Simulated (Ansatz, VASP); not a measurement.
## One calculation of LiH, two programs

The input INCAR:

```
SYSTEM = LiH
PREC = Accurate
ENCUT = 750
EDIFF = 1E-6
ISMEAR = 0
SIGMA = 0.01
LREAL = .FALSE.
LASPH = .TRUE.
NELM = 120
ALGO = Normal
ISIF = 2
LWAVE = .FALSE.
LCHARG = .FALSE.
GGA = PE
NBANDS = 9
GGA_COMPAT = .FALSE.
```

The input KPOINTS:

```
regular mesh
0
G
  4 4 4
  0 0 0
```

Contents of POSCAR:

```
LiH
1.0
    0.0000000000      2.0820493800      2.0820493800
    2.0820493800      0.0000000000      2.0820493800
    2.0820493800      2.0820493800      0.0000000000
Li H
1 1
Direct
    0.0000000000      0.0000000000      0.0000000000
    0.5000000000      0.5000000000      0.5000000000
```

Input for Ansatz:

```yaml
crystal:
  lattice:
    - [0.0, 2.08204938, 2.08204938]
    - [2.08204938, 0.0, 2.08204938]
    - [2.08204938, 2.08204938, 0.0]
  atoms:
    - { symbol: Li, position: [0.0, 0.0, 0.0] }
    - { symbol: H, position: [0.5, 0.5, 0.5] }
basis:
  precision: f64
  xc_grid: 2
  ecutwfc: 700
  ecutrho_ratio: 4
kpoints:
  mp_grid: { grid: [4, 4, 4], shift: [0, 0, 0] }
hamiltonian:
  xc: pbe
  dispersion: none
  pseudopotentials:
    kind: paw
    azcp:
      H: "pseudopotentials/H.paw.azcp"
      Li: "pseudopotentials/Li.paw.azcp"
magnetization:
  spin_polarized: false
scf:
  lower_state_search: "off"
  max_iter: 200
  occupations: { method: fixed }
  convergence: { dr2_threshold: "1e-10 eV" }
output:
  forces: true
  stress: true
  eigenvalues: true
```

Alike in both runs: task single point; functional PBE; k mesh 4 × 4 × 4; no spin polarisation.

```csv
,VASP,Ansatz
version,VASP 6.6.1,Ansatz 0.2.0-dev
potentials or method,"VASP PAW PBE potentials, release 64 (Li_sv, H), cutoff 750 eV",hard PAW set made for 700 eV
occupations,"gaussian, width 0.01 eV",fixed
```

|  | VASP | Ansatz | Ansatz less VASP |
| --- | --- | --- | --- |
| gap on the k mesh at the Fermi level (eV) | 3.04 | 3.05 | +0.003 |

The k mesh is coarse, so the values compare programs but aren't converged.
